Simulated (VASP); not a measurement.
Here is a VASP 6.6.1 calculation.

Contents of INCAR:

```
PREC = Accurate
ENCUT = 520
EDIFF = 1E-6
ISMEAR = -1
SIGMA = 0.1
LREAL = F
LASPH = T
NELM = 80
ALGO = Normal
ISIF = 2
LWAVE = F
LCHARG = F
GGA = PE
NBANDS = 16
```

KPOINTS

```
Automatic mesh
0
Gamma
  13 13 13
```

The input POSCAR:

```
InAs
1.0
    0.0000000000      2.8173096017      2.8173096017
    2.8173096017      0.0000000000      2.8173096017
    2.8173096017      2.8173096017      0.0000000000
In As
1 1
Direct
    0.0000000000      0.0000000000      0.0000000000
    0.5000000000      0.5000000000      0.5000000000
```

Potentials or basis: VASP PAW PBE potentials, release 64 (In_d, As).

Command:

```bash
$ cat potpaw_PBE.64/In_d/POTCAR potpaw_PBE.64/As/POTCAR > POTCAR
$ mpirun -np 1 vasp_std > vasp.out
```

(1) Predict the pressure.

(2) Predict the band gap on the k mesh.

Results:

(1) 4.5 GPa.

(2) zero (band 9 reaches 7.03 eV, above the bottom of band 10 at 4.24 eV).

Caveat: spin-orbit coupling is left out, which moves the levels of the heavy elements.
